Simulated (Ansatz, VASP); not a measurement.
**CaF2: VASP beside Ansatz**

```
Ca F
1.0
     0.00000    2.73100    2.73100
     2.73100    0.00000    2.73100
     2.73100    2.73100    0.00000
Ca F
1 2
Cartesian
  0.0000 0.0000 0.0000
  1.3655 1.3655 1.3655
  4.0965 4.0965 4.0965
```

Alike in both runs: task single point; functional r2SCAN; k mesh 8 × 8 × 8; occupations gaussian, width 0.02 eV; no spin polarisation.

```csv
,VASP,Ansatz
version,VASP 6.6.1,Ansatz 0.2.0
potentials or method,"VASP PAW PBE potentials, release 64 (Ca_sv, F), cutoff 660 eV","scalar-relativistic, plane waves, PAW"
valence electrons in the cell,24,24
```

```tsv
	VASP	Ansatz	Ansatz less VASP
gap on the k mesh at the Fermi level (eV)	7.95	7.96	+0.005
least direct gap on the mesh (eV)	8.21	8.22	+0.007
pressure (GPa)	-0.7	-1.1	-0.38
```

VASP's potentials were made for PBE, not for r2SCAN.
